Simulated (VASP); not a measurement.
Crystal: Cd7S.

```
Cd S
1.0
    -3.69432    3.69432    3.69432
     3.69432   -3.69432    3.69432
     3.69432    3.69432   -3.69432
Cd S
7 1
Direct
  0.00000 0.50000 0.50000
  0.50000 0.00000 0.50000
  0.50000 0.50000 0.00000
  0.33101 0.33101 0.33101
  0.00000 0.00000 0.66899
  0.00000 0.66899 0.00000
  0.66899 0.00000 0.00000
  0.00000 0.00000 0.00000
```

* Program: VASP 6.6.1
* Task: relaxation of cell and atoms
* Functional: PBE
* Potentials or basis: VASP PAW PBE potentials, release 64 (Cd, S)
* Cutoff: 600 eV
* k mesh: 3 × 3 × 3
* Occupations: gaussian, width 0.2 eV
* Spin: no spin polarisation

At the start: pressure 13.3 GPa; volume 25.21 Å³/atom.

Q: Where does the relaxation end?

A: Over 14 steps the energy falls by 638.0 meV/atom and the volume is 23.51 Å³/atom (-6.8 %); space group I-43m (No. 217, to 0.05 Å).

The path:
```tsv
step	energy change (eV)	largest force (eV/Å)	pressure (GPa)	volume (Å³)
1	0.0000	6.5904	13.33	201.68
2	-3.7139	0.0296	-3.42	269.32
3	-3.9609	0.7219	-1.85	248.41
4	-4.1889	0.7373	-1.65	237.51
5	-4.6902	0.7992	0.26	206.73
6	-3.5109	1.0804	16.24	153.39
7	-4.6922	0.9515	1.75	197.27
8	-4.8760	0.6182	0.94	196.37
9	-5.0530	0.1979	-0.16	194.67
10	-5.0711	0.1012	-1.08	191.32
11	-5.0880	0.0692	-0.95	192.24
12	-5.0909	0.0276	-0.63	193.47
13	-5.0934	0.0271	-0.82	192.90
14	-5.1043	0.0101	-0.01	188.06
```

Final structure:
```yaml
crystal:
  lattice:
    - [-3.60918, 3.60918, 3.60918]
    - [3.60918, -3.60918, 3.60918]
    - [3.60918, 3.60918, -3.60918]
  atoms:
    - { symbol: Cd, position: [0.00000, 0.50000, 0.50000] }
    - { symbol: Cd, position: [0.50000, 0.00000, 0.50000] }
    - { symbol: Cd, position: [0.50000, 0.50000, 0.00000] }
    - { symbol: Cd, position: [0.44350, 0.44350, 0.44350] }
    - { symbol: Cd, position: [0.00000, 0.00000, 0.55650] }
    - { symbol: Cd, position: [0.00000, 0.55650, 0.00000] }
    - { symbol: Cd, position: [0.55650, 0.00000, 0.00000] }
    - { symbol: S, position: [0.00000, 0.00000, 0.00000] }
```

Caveat: the k points lie up to 0.41 Å⁻¹ apart in the final cell; the relaxation stopped at a loose force limit of 0.08 eV/Å, so its end isn't a converged minimum.
